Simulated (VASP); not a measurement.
A run of VASP 6.6.1:

File INCAR:

```
SYSTEM = Sr
  PREC = Accurate
  ENCUT = 520
  EDIFF = 1E-7
  ISMEAR = -1
  SIGMA = 0.05
  LREAL = .False.
  LASPH = .True.
  NELM = 100
  ALGO = Fast
  ISIF = 2
  LWAVE = .False.
  LCHARG = .False.
  GGA = PS
  NBANDS = 11
```

The input KPOINTS:

```
Automatic mesh
0
Gamma
  8 8 8
  0 0 0
```

File POSCAR:

```
Sr
1.0
    0.0000000000      3.0219309284      3.0219309284
    3.0219309284      0.0000000000      3.0219309284
    3.0219309284      3.0219309284      0.0000000000
Sr
1
Direct
    0.0000000000      0.0000000000      0.0000000000
```

Potentials or basis: VASP PAW PBE potentials, release 64 (Sr_sv).

Launch:

```sh
$ cat potpaw_PBE.64/Sr_sv/POTCAR > POTCAR
$ mpirun -np 1 vasp_std > vasp.out
```

Hardware: 1 thread of AMD EPYC 7R13 Processor (Zen 3), on a shared host.

Question: How long does it take, and how much memory?

Answer: Run time: 15 s on 1 thread of AMD EPYC 7R13 Processor (Zen 3), on a shared host, peak memory 0.15 GiB. Counts: scf iterations 15, k points 29.
